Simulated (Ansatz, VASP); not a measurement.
**GaN: VASP beside Ansatz**

```
Ga N
1.0
     0.00000    2.10852    2.10852
     2.10852    0.00000    2.10852
     2.10852    2.10852    0.00000
Ga N
1 1
Direct
  0.50000 0.50000 0.50000
  0.00000 0.00000 0.00000
```

Alike in both runs: task single point; functional PBEsol; k mesh 8 × 8 × 8; occupations fermi-dirac, width 0.05 eV; no spin polarisation.

|  | VASP | Ansatz |
| --- | --- | --- |
| version | VASP 6.6.1 | Ansatz 0.2.0 |
| potentials or method | VASP PAW PBE potentials, release 64 (Ga_d, N) | plane waves |
| plane-wave cutoff (eV) | 600 | 420 |
| valence electrons in the cell | 18 | 18 |

```tsv
	VASP	Ansatz	Ansatz less VASP
pressure (GPa)	0.6	0.4	-0.23
```

VASP's potentials were made for PBE, not for PBEsol.
